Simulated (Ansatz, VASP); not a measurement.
C in VASP and in Ansatz

```
C
1.0
     0.00000    2.12700    3.34800
     1.22800    0.00000    3.34800
     1.22800    2.12700    0.00000
C
2
Direct
  0.16667 0.83333 0.16667
  0.83333 0.16667 0.83333
```

Alike in both runs: task single point; functional PBE; k mesh 14 × 14 × 14; occupations gaussian, width 0.03 eV; no spin polarisation.

|  | VASP | Ansatz |
| --- | --- | --- |
| version | VASP 6.6.1 | Ansatz 0.2.0 |
| potentials or method | VASP PAW PBE potentials, release 64 (C), cutoff 520 eV | scalar-relativistic, plane waves, PAW |
| valence electrons in the cell | 8 | 8 |

|  | VASP | Ansatz | Ansatz less VASP |
| --- | --- | --- | --- |
| gap on the k mesh at the Fermi level (eV) | 0.36 | 0.36 | +0.001 |
| least direct gap on the mesh (eV) | 0.44 | 0.44 | +0.001 |
| pressure (GPa) | 5.0 | 4.6 | -0.45 |
| traceless stress, the component that is largest in VASP (GPa) | -1.12 | -0.58 | +0.537 |
| rms of the force components (eV/Å) | 0.018 | 0.018 | +0.0001 |

Atom by atom the forces differ by 0.000 eV/Å (rms over components).
